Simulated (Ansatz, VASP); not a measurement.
**One calculation of GaN, two programs**

The input POSCAR:

```
GaN
1.0
    0.0000000000      2.2535006100      2.2535006100
    2.2535006100      0.0000000000      2.2535006100
    2.2535006100      2.2535006100      0.0000000000
Ga N
1 1
Direct
    0.0000000000      0.0000000000      0.0000000000
    0.7500000000      0.7500000000      0.7500000000
```

Contents of INCAR.step1:

```
SYSTEM = GaN
ALGO = Normal ; EDIFF = 1E-5
ENCUT = 1460 ; GGA = PE
GGA_COMPAT = .False. ; ISMEAR = 0
LASPH = .True. ; LCHARG = .False.
LREAL = .False. ; LWAVE = .True.
NBANDS = 16 ; NELM = 120
PREC = Accurate ; SIGMA = 0.01
```

Contents of INCAR.step2:

```
SYSTEM = GaN
ALGO = Normal ; EDIFF = 1E-6
ENCUT = 1460 ; GGA_COMPAT = .False.
ISIF = 2 ; ISMEAR = 0
ISTART = 1 ; LASPH = .True.
LCHARG = .False. ; LMIXTAU = .True.
LREAL = .False. ; LWAVE = .False.
METAGGA = R2SCAN ; NBANDS = 16
NELM = 120 ; PREC = Accurate
SIGMA = 0.01
```

The input KPOINTS:

```
k-points
0
Gamma
  8 8 8
  0 0 0
```

Input for Ansatz:

```yaml
crystal:
  lattice:
    - [0.0, 2.25350061, 2.25350061]
    - [2.25350061, 0.0, 2.25350061]
    - [2.25350061, 2.25350061, 0.0]
  atoms:
    - { symbol: Ga, position: [0.0, 0.0, 0.0] }
    - { symbol: "N", position: [0.75, 0.75, 0.75] }
kpoints:
  mp_grid:
    grid: [8, 8, 8]
hamiltonian:
  xc: r2scan
scf:
  occupations:
    method: fixed
output:
  stress: true
```

Alike in both runs: task single point; functional r2SCAN; k mesh 8 × 8 × 8; no spin polarisation.

|  | VASP | Ansatz |
| --- | --- | --- |
| version | VASP 6.6.1 | Ansatz 0.2.0 |
| potentials or method | VASP PAW PBE potentials, release 64 (Ga_d, N_h) | plane waves, PAW |
| plane-wave cutoff (eV) | 1460 | 500 |
| occupations | gaussian, width 0.01 eV | fixed |
| valence electrons in the cell | 18 | 18 |

```tsv
	VASP	Ansatz	Ansatz less VASP
pressure (GPa)	-0.1	-1.2	-1.10
```

VASP's potentials were made for PBE, not for r2SCAN.
